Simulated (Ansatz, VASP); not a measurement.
**AsO: VASP beside Ansatz**

The input INCAR:

```
  PREC = Accurate
  ENCUT = 600
  EDIFF = 1E-6
  ISMEAR = 0
  SIGMA = 0.1
  LREAL = F
  LASPH = T
  NELM = 100
  ALGO = Normal
  ISIF = 3
  LWAVE = F
  LCHARG = F
  GGA = PE
  IBRION = 2
  NSW = 90
  EDIFFG = -0.04
```

KPOINTS

```
Automatic mesh
0
Gamma
  6 6 6
```

The input POSCAR:

```
AsO
1.0
    3.1902220800      0.0000000000      0.0000000000
    0.0000000000      3.1902220800      0.0000000000
    0.0000000000      0.0000000000      3.2873740000
As O
1 1
Direct
    0.0000000000      0.0000000000      0.5000000000
    0.0000000000      0.0000000000      0.0000000000
```

Input for Ansatz:

```yaml
crystal:
  lattice:
    - [3.19022208, 0.0, 0.0]
    - [0.0, 3.19022208, 0.0]
    - [0.0, 0.0, 3.287374]
  atoms:
    - { symbol: As, position: [0.0, 0.0, 0.5] }
    - { symbol: O, position: [0.0, 0.0, 0.0] }
basis:
  ecutwfc: 420
kpoints:
  mp_grid: { grid: [6, 6, 6] }
hamiltonian:
  xc: pbe
scf:
  occupations: { method: gaussian, width: 0.1 }
  lower_state_search: "off"
output:
  forces: true
  stress: true
  eigenvalues: true
relax:
  adjacent_minimum: "off"
  f_tol: 0.04
  max_steps: 70
  cell: { stress_tol: 0.4 }
```

Alike in both runs: task relaxation of cell and atoms; functional PBE; k mesh 6 × 6 × 6; occupations gaussian, width 0.1 eV; no spin polarisation.

```csv
,VASP,Ansatz
version,VASP 6.6.1,Ansatz 0.2.0
potentials or method,"VASP PAW PBE potentials, release 64 (As, O), cutoff 600 eV","scalar-relativistic, plane waves, PAW"
valence electrons in the cell,11,21
```

```tsv
	VASP	Ansatz	Ansatz less VASP
gap on the k mesh at the Fermi level, each at its own relaxed structure (eV)	none	none	-
relaxed volume (Å³/atom)	15.31	15.25	-0.054
relaxed length of the cell vector where the two differ most in proportion (Å)	3.702	3.695	-0.0071
```

A gap of «none» marks a metal or a gap that the smearing closes. VASP's potentials hold 11 valence electrons a cell and Ansatz's 21, so a difference there can come from the potentials and not from the codes.
